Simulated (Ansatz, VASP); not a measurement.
# Two plane-wave programs on C

```
C
1.0
     1.22805   -2.12706    0.00000
     1.22805    2.12706    0.00000
     0.00000    0.00000    7.17327
C
4
Direct
  0.08338 0.91662 0.75314
  0.58338 0.41662 0.24686
  0.91662 0.08338 0.24686
  0.41662 0.58338 0.75314
```

Alike in both runs: task relaxation of cell and atoms; functional PBEsol; k mesh 18 × 18 × 6; occupations gaussian, width 0.1 eV; no spin polarisation.

|  | VASP | Ansatz |
| --- | --- | --- |
| version | VASP 6.6.1 | Ansatz 0.2.0 |
| potentials or method | VASP PAW PBE potentials, release 64 (C), cutoff 600 eV | scalar-relativistic, plane waves, PAW |
| valence electrons in the cell | 16 | 16 |

VASP gave:

| Item | Value |
| --- | --- |
| relaxed volume (Å³/atom) | 9.40 |
| relaxed cell length with the largest relative difference (Å) | 7.173 |

Question: What did Ansatz give for the same quantities?

Answer: Relaxed volume (Å³/atom): 9.59; relaxed cell length with the largest relative difference (Å): 7.323.

VASP's potentials were made for PBE, not for PBEsol.
